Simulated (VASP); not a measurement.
# Ta (P6_3/mmc) in VASP: notebook, part 2 of 2

VASP 6.6.1. Earlier steps stand in the parts before.

## (3) Single point, r2SCAN (16.34 Å³/atom)

This run uses another cell than the first one, of 16.34 Å³/atom.

Input file POSCAR:

```
Ta
1.0
    2.8107179627      0.0000000000      0.0000000000
   -1.4053589814      2.4341531585      0.0000000000
    0.0000000000      0.0000000000      9.5557641031
Ta
4
Direct
    0.0000000000      0.0000000000      0.0000000000
    0.0000000000      0.0000000000      0.5000000000
    0.3333333333      0.6666666667      0.2500000000
    0.6666666667      0.3333333333      0.7500000000
```

Input file INCAR.step1:

```
  PREC = Accurate
  ENCUT = 520
  ISMEAR = -1
  SIGMA = 0.1
  LREAL = F
  LASPH = T
  NELM = 100
  NBANDS = 30
  GGA = PE
  ALGO = Normal
  EDIFF = 1E-4
  LWAVE = T
  LCHARG = F
```

Input file INCAR.step2:

```
  PREC = Accurate
  ENCUT = 520
  EDIFF = 1E-6
  ISMEAR = -1
  SIGMA = 0.1
  LREAL = F
  LASPH = T
  NELM = 100
  ALGO = Normal
  ISIF = 2
  LWAVE = F
  LCHARG = F
  METAGGA = R2SCAN
  LMIXTAU = T
  NBANDS = 30
  ISTART = 1
```

Input file KPOINTS:

```
Automatic mesh
0
Gamma
  14 14 4
```

Potentials or basis: VASP PAW PBE potentials, release 64 (Ta_pv).

Run with:

```
> cat potpaw_PBE.64/Ta_pv/POTCAR > POTCAR
> cp INCAR.step1 INCAR
> mpirun -np 1 vasp_std > vasp.out
> cp INCAR.step2 INCAR
> mpirun -np 1 vasp_std > vasp.out
```

OUTCAR:

```text
PREC = Accurate
   ENCUT = 520
   EDIFF = 1E-6
   ISMEAR = -1
   LREAL = F
   LASPH = T
   NELM = 100
   ISIF = 2
   METAGGA = R2SCAN
   ISTART = 1

 ion  position               nearest neighbor table
   1  0.000  0.000  0.000-   3 2.89   4 2.89   3 2.89   4 2.89   4 2.89   3 2.89
   2  0.000  0.000  0.500-   3 2.89   4 2.89   3 2.89   4 2.89   4 2.89   3 2.89
   3  0.333  0.667  0.250-   1 2.89   2 2.89   1 2.89   2 2.89   1 2.89   2 2.89
   4  0.667  0.333  0.750-   1 2.89   2 2.89   1 2.89   2 2.89   1 2.89   2 2.89

  LATTYP: Found a hexagonal cell.
 ALAT       =     2.8107179627
 C/A-ratio  =     3.3997591469

  Lattice vectors:

 A1 = (   2.8107179627,   0.0000000000,   0.0000000000)
 A2 = (  -1.4053589814,   2.4341531585,   0.0000000000)
 A3 = (   0.0000000000,   0.0000000000,   9.5557641031)

Analysis of symmetry for initial positions (statically):
=====================================================================
 Subroutine PRICEL returns:
 Original cell was already a primitive cell.

 Routine SETGRP: Setting up the symmetry group for a
 hexagonal supercell.

 Subroutine GETGRP returns: Found 24 space group operations
 (whereof 12 operations were pure point group operations)
 out of a pool of 24 trial point group operations.

The static configuration has the point symmetry D_3d.
 The point group associated with its full space group is D_6h.

Analysis of symmetry for dynamics (positions and initial velocities):
=====================================================================
 Subroutine PRICEL returns:
 Original cell was already a primitive cell.

 Routine SETGRP: Setting up the symmetry group for a
 hexagonal supercell.

 Subroutine GETGRP returns: Found 24 space group operations
 (whereof 12 operations were pure point group operations)
 out of a pool of 24 trial point group operations.

The dynamic configuration has the point symmetry D_3d.
 The point group associated with its full space group is D_6h.

 Subroutine INISYM returns: Found 24 space group operations
 (whereof 12 operations are pure point group operations),
 and found     1 'primitive' translations

----------------------------------------------------------------------------------------

                                     Primitive cell

  volume of cell :      65.3778

  direct lattice vectors                    reciprocal lattice vectors
     2.810717963  0.000000000  0.000000000     0.355780983  0.205410246  0.000000000
    -1.405358981  2.434153159  0.000000000     0.000000000  0.410820493  0.000000000
     0.000000000  0.000000000  9.555764103     0.000000000  0.000000000  0.104648879

  length of vectors
     2.810717963  2.810717963  9.555764103     0.410820493  0.410820493  0.104648879

  position of ions in fractional coordinates (direct lattice)
     0.000000000  0.000000000  0.000000000
     0.000000000  0.000000000  0.500000000
     0.333333333  0.666666667  0.250000000
     0.666666667  0.333333333  0.750000000

  ion indices of the primitive-cell ions
   primitive index   ion index
                 1           1
                 2           2
                 3           3
                 4           4

----------------------------------------------------------------------------------------

 KPOINTS: Automatic mesh

Automatic generation of k-mesh.
 Grid dimensions read from file:
 generate k-points for:   14   14    4

 Generating k-lattice:

  Cartesian coordinates                     Fractional coordinates (reciprocal lattice)
     0.025412927  0.014672160  0.000000000     0.071428571  0.000000000  0.000000000
     0.000000000  0.029344321  0.000000000     0.000000000  0.071428571  0.000000000
     0.000000000  0.000000000  0.026162220     0.000000000  0.000000000  0.250000000

  Length of vectors
     0.029344321  0.029344321  0.026162220

  Shift w.r.t. Gamma in fractional coordinates (k-lattice)
     0.000000000  0.000000000  0.000000000

 Subroutine IBZKPT returns following result:
 ===========================================

 Found     72 irreducible k-points:

 Following reciprocal coordinates:
            Coordinates               Weight
  0.000000  0.000000  0.000000      1.000000
  0.071429  0.000000  0.000000      6.000000
  0.142857 -0.000000  0.000000      6.000000
  0.214286  0.000000  0.000000      6.000000
  0.285714  0.000000  0.000000      6.000000
  0.357143  0.000000  0.000000      6.000000
[... 16 lines left out ...]
  0.285714  0.285714  0.000000      6.000000
  0.357143  0.285714  0.000000      6.000000
 [... further k-points ...]
   k-points           NKPTS =     72   k-points in BZ     NKDIM =     72   number of bands    NBANDS=     30
   number of dos      NEDOS =    301   number of ions     NIONS =      4
   total plane-waves  NPLWV =  41472
   dimension x,y,z NGX =    24 NGY =   24 NGZ =   72
   dimension x,y,z NGXF=    48 NGYF=   48 NGZF=  144
   ions per type =               4
   NGX,Y,Z   is equivalent  to a cutoff of  14.20, 14.20, 12.53 a.u.
   NGXF,Y,Z  is equivalent  to a cutoff of  28.39, 28.39, 25.05 a.u.
 SYSTEM =  unknown system
   PREC   = accura    normal or accurate (medium, high low for compatibility)
   ISTART =      1    job   : 0-new  1-cont  2-samecut
   ICHARG =      0    charge: 1-file 2-atom 10-const
   ISPIN  =      1    spin polarized calculation?
   LNONCOLLINEAR =      F non collinear calculations
   LSORBIT =      F    spin-orbit coupling
   LASPH  =      T    aspherical Exc in radial PAW
   ENCUT  =  520.0 eV  38.22 Ry    6.18 a.u.   5.23  5.23 17.77*2*pi/ulx,y,z
   NELM   =    100;   NELMIN=  2; NELMDL=  0     # of ELM steps
   EDIFF  = 0.1E-05   stopping-criterion for ELM
   LREAL  =      F    real-space projection
   EDIFFG = 0.1E-04   stopping-criterion for IOM
   NSW    =      0    number of steps for IOM
   IBRION =     -1    ionic relax: 0-MD 1-quasi-New 2-CG
   NFREE  =      0    steps in history (QN), initial steepest desc. (CG)
   ISIF   =      2    stress and relaxation
   ISYM   =      2    0-nonsym 1-usesym 2-fastsym
   POTIM  = 0.5000    time-step for ionic-motion
   TEBEG  =    0.0;   TEEND  =   0.0 temperature during run
   PSTRESS=    0.0 pullay stress
   NELECT =      44.0000    total number of electrons
   NUPDOWN=      -1.0000    fix difference up-down
   EMIN   =  10.00;   EMAX   =-10.00  energy-range for DOS
   EFERMI =   0.00;   METHOD = LEGACY
   ISMEAR =    -1;   SIGMA  =   0.10  broadening in eV -4-tet -1-fermi 0-gaus
   EFERMI_NEDOS =   21; number of points for ismear=-14 and -15
   IALGO  =     38    algorithm
   IMIX   =      4    mixing-type and parameters
     AMIX     =   0.40;   BMIX     =  1.00
     AMIX_MAG =   1.60;   BMIX_MAG =  1.00
  volume/ion in A,a.u.               =      16.34       110.30
  Fermi-wavevector in a.u.,A,eV,Ry     =   1.434660  2.711113 28.004165  2.058248
  Thomas-Fermi vector in A             =   2.554044
   LORBIT       =      0    0 simple, 1 ext, 2 COOP (PROOUT), +10 PAW based schemes
   METAGGA = R2SCAN    functional components
   LHFCALC =     F    Hartree Fock is set to
   AEXX    =    0.0000 exact exchange contribution
   IVDW    =     0    specifies the selected vdW correction
   LEPSILON=     F    determine dielectric tensor
   LRPA    =     F    only Hartree local field effects (RPA)
 non-spin polarized calculation
  energy-cutoff  :      520.00
  volume of cell :       65.38
 maximum number of plane-waves:      1780
 NGX is ok and might be reduce to    24
   NGX = 11   NGY = 11   NGZ = 35

 number of electron      44.0000002 magnetization

 Free energy of the ion-electron system (eV)
  ---------------------------------------------------
  ext. energy  EPLUGINS =         0.00000000
  ---------------------------------------------------
  free energy    TOTEN  =      -192.49865337 eV

  energy without entropy =     -192.37806357  energy(sigma->0) =     -192.43835847

 E-fermi :   6.6512     XC(G=0): -14.3342

 val. band max:        6.6290785204   @ k =   0.3571   0.0714   0.5000
 cond. band min:       6.6564768215   @ k =   0.2143   0.2143   0.2500
 fundamental gap:      0.0273983011
 Fermi energy:         6.6512412924

 k-point     1 :       0.0000    0.0000    0.0000
  band No.  band energies     occupation
      1     -29.2700      2.00000
      2     -28.5731      2.00000
      3     -28.5007      2.00000
      4     -27.8080      2.00000
      5     -27.8080      2.00000
      6     -27.7572      2.00000
[... 781 lines left out ...]
     29      11.8020      0.00000
     30      12.3776      0.00000

 [... further k-points ...]
[... 5 lines left out ...]
  --------------------------------------------------------------------------------------
  -------------------------------------------------------------------------------------
  Total       13.2450206     13.2450206     13.7847511     -0.0000000      0.0000000      0.0000000
  in kB      324.5881268    324.5881268    337.8149922     -0.0000000      0.0000000      0.0000000
  external PRESSURE =     328.9970819 kB  Pullay stress =       0.0000000 kB

 VOLUME and BASIS-vectors are now :
 -----------------------------------------------------------------------------
  energy-cutoff  :      520.00
  volume of cell :       65.38
      direct lattice vectors                 reciprocal lattice vectors
     2.810717963  0.000000000  0.000000000     0.355780983  0.205410246  0.000000000
    -1.405358981  2.434153159  0.000000000     0.000000000  0.410820493  0.000000000
     0.000000000  0.000000000  9.555764103     0.000000000  0.000000000  0.104648879

 POSITION                                       TOTAL-FORCE (eV/Angst)
 -----------------------------------------------------------------------------------
      0.00000      0.00000      0.00000        -0.000000      0.000000      0.000000
      0.00000      0.00000      4.77788        -0.000000      0.000000      0.000000
     -0.00000      1.62277      2.38894        -0.000000      0.000000      0.000000
      1.40536      0.81138      7.16682         0.000000     -0.000000      0.000000
 -----------------------------------------------------------------------------------
    total drift:                               -0.000000      0.000000      0.000000

  FREE ENERGIE OF THE ION-ELECTRON SYSTEM (eV)
  ---------------------------------------------------
  free  energy   TOTEN  =      -192.4986533719 eV

  energy  without entropy=     -192.3780635718  energy(sigma->0) =     -192.43835847
```

It took 3.6 min on 1 thread of Intel Xeon 6975P-C (Granite Rapids), shared host; peak memory 0.27 GiB.

Results:

```
Free energy            : -192.4987 eV
Pressure               : 32.9 GPa
Band gap on the k mesh : zero (bands 22 and 23 overlap by 1.23 eV)
```

Caveat: the cell stands under pressure; the PAW data sets were made with another functional, which shifts forces and pressure a little; spin-orbit coupling is left out, which moves the levels of the heavy elements.

## (4) Single point, r2SCAN (17.09 Å³/atom)

This run uses another cell than the first one, of 17.09 Å³/atom.

Input file POSCAR:

```
Ta
1.0
    2.8526751628      0.0000000000      0.0000000000
   -1.4263375814      2.4704891597      0.0000000000
    0.0000000000      0.0000000000      9.6984084780
Ta
4
Direct
    0.0000000000      0.0000000000      0.0000000000
    0.0000000000      0.0000000000      0.5000000000
    0.3333333333      0.6666666667      0.2500000000
    0.6666666667      0.3333333333      0.7500000000
```

Input file INCAR.step1:

```
ALGO = Normal ; EDIFF = 1E-4
ENCUT = 520 ; GGA = PE
ISMEAR = -1 ; LASPH = True
LCHARG = False ; LREAL = False
LWAVE = True ; NBANDS = 30
NELM = 60 ; PREC = Accurate
SIGMA = 0.1
```

Input file INCAR.step2:

```
ALGO = Normal ; EDIFF = 1E-6
ENCUT = 520 ; ISIF = 2
ISMEAR = -1 ; ISTART = 1
LASPH = True ; LCHARG = False
LMIXTAU = True ; LREAL = False
LWAVE = False ; METAGGA = R2SCAN
NBANDS = 30 ; NELM = 60
PREC = Accurate ; SIGMA = 0.1
```

Input file KPOINTS:

```
k-points
0
Gamma
  14 14 4
```

Run with:

```
> cat potpaw_PBE.64/Ta_pv/POTCAR > POTCAR
> cp INCAR.step1 INCAR
> mpirun -np 1 vasp_std > vasp.out
> cp INCAR.step2 INCAR
> mpirun -np 1 vasp_std > vasp.out
```

Run time: 3.9 min. Hardware: 1 thread of Intel Xeon 6975P-C (Granite Rapids), shared host; peak memory 0.27 GiB.

The run converged. Its results:

| Property | Result |
| --- | --- |
| Free energy | -192.9868 eV |
| Pressure | 20.1 GPa |
| Band gap on the k mesh | zero (bands 22 and 23 overlap by 1.18 eV) |

Stress tensor (GPa, compression positive):
```
19.87  0.00  0.00
 0.00 19.87  0.00
 0.00  0.00 20.45
```

Levels at points of the mesh, in eV from the Fermi level:
| k point | band 18 | band 19 | band 20 | band 21 | band 22 | band 23 | band 24 | band 25 | band 26 | band 27 |
| --- | --- | --- | --- | --- | --- | --- | --- | --- | --- | --- |
| (0.00, 0.00, 0.00) | -1.14 | -0.14 | 0.40 | 0.40 | 0.41 | 0.49 | 0.49 | 0.98 | 0.98 | 1.12 |
| (0.50, 0.00, 0.00) | -2.79 | -2.52 | -1.21 | -0.53 | 0.59 | 0.67 | 1.81 | 2.72 | 2.80 | 2.85 |
| (0.00, 0.00, 0.50) | -0.58 | -0.53 | -0.53 | 0.54 | 0.54 | 0.54 | 0.54 | 0.91 | 0.91 | 0.91 |
| (0.50, 0.00, 0.50) | -3.65 | -1.17 | -1.17 | 0.45 | 0.45 | 1.17 | 1.17 | 1.56 | 1.56 | 5.19 |

Caveat: the cell stands under pressure; the PAW data sets were made with another functional, which shifts forces and pressure a little; spin-orbit coupling is left out, which moves the levels of the heavy elements.

## (5) Single point, r2SCAN (17.83 Å³/atom)

This run uses another cell than the first one, of 17.83 Å³/atom.

Input file POSCAR:

```
Ta
1.0
    2.8934331718      0.0000000000      0.0000000000
   -1.4467165859      2.5057866309      0.0000000000
    0.0000000000      0.0000000000      9.8369758917
Ta
4
Direct
    0.0000000000      0.0000000000      0.0000000000
    0.0000000000      0.0000000000      0.5000000000
    0.3333333333      0.6666666667      0.2500000000
    0.6666666667      0.3333333333      0.7500000000
```

Input file INCAR.step1:

```
SYSTEM = Ta
PREC = Accurate
ENCUT = 520
ISMEAR = -1
SIGMA = 0.1
LREAL = .FALSE.
LASPH = .TRUE.
NELM = 60
NBANDS = 30
GGA = PE
ALGO = Normal
EDIFF = 1E-4
LWAVE = .TRUE.
LCHARG = .FALSE.
```

Input file INCAR.step2:

```
SYSTEM = Ta
PREC = Accurate
ENCUT = 520
EDIFF = 1E-6
ISMEAR = -1
SIGMA = 0.1
LREAL = .FALSE.
LASPH = .TRUE.
NELM = 60
ALGO = Normal
ISIF = 2
LWAVE = .FALSE.
LCHARG = .FALSE.
METAGGA = R2SCAN
LMIXTAU = .TRUE.
NBANDS = 30
ISTART = 1
```

Input file KPOINTS:

```
regular mesh
0
G
  14 14 4
  0 0 0
```

Run with:

```
> cat potpaw_PBE.64/Ta_pv/POTCAR > POTCAR
> cp INCAR.step1 INCAR
> mpirun -np 1 vasp_std > vasp.out
> cp INCAR.step2 INCAR
> mpirun -np 1 vasp_std > vasp.out
```

It took 4.8 min on 1 thread of Intel Xeon 6975P-C (Granite Rapids), shared host; peak memory 0.28 GiB.

The run converged. Its results:

```yaml
Free_energy: -193.2575 eV
Pressure: 9.4 GPa
Band_gap_on_the_k_mesh: zero (bands 22 and 23 overlap by 1.21 eV)
```

Stress tensor (GPa, compression positive):
```
9.34 0.00 0.00
0.00 9.34 0.00
0.00 0.00 9.49
```

Levels at points of the mesh, in eV from the Fermi level:
| k point | band 20 | band 21 | band 22 | band 23 | band 24 | band 25 |
| --- | --- | --- | --- | --- | --- | --- |
| (0.00, 0.00, 0.00) | 0.24 | 0.43 | 0.43 | 0.52 | 0.52 | 0.98 |
| (0.50, 0.00, 0.00) | -1.11 | -0.58 | 0.62 | 0.63 | 1.60 | 2.46 |
| (0.00, 0.00, 0.50) | -0.50 | 0.56 | 0.56 | 0.56 | 0.56 | 0.91 |
| (0.50, 0.00, 0.50) | -1.10 | 0.35 | 0.35 | 1.17 | 1.17 | 1.41 |

Caveat: the cell stands under pressure; the PAW data sets were made with another functional, which shifts forces and pressure a little; spin-orbit coupling is left out, which moves the levels of the heavy elements.

## (6) The runs side by side

```tsv
cell	k mesh	gap on the mesh (eV)	pressure (GPa)
a = 2.933, b = 2.933, c = 9.972 Å, angles 90.0, 90.0, 120.0°, 4 atoms	12 × 12 × 4	none	0.5
a = 2.811, b = 2.811, c = 9.556 Å, angles 90.0, 90.0, 120.0°, 4 atoms	14 × 14 × 4	none	32.9
a = 2.853, b = 2.853, c = 9.698 Å, angles 90.0, 90.0, 120.0°, 4 atoms	14 × 14 × 4	none	20.1
a = 2.893, b = 2.893, c = 9.837 Å, angles 90.0, 90.0, 120.0°, 4 atoms	14 × 14 × 4	none	9.4
```

Alike in all rows: task single point; level r2SCAN; potentials or basis VASP PAW PBE potentials, release 64 (Ta_pv); no spin polarisation; cutoff (eV) 520; smearing fermi-dirac 0.1 eV.

Caveats: the PAW data sets were made with another functional, which shifts forces and pressure a little; spin-orbit coupling is left out, which moves the levels of the heavy elements; the cell stands under pressure (at least some runs).

Total energies depend on the potentials used, so only differences within one code and one set of settings carry meaning.

The gap in the log of VASP goes by the Fermi energy; the results here count the filled bands.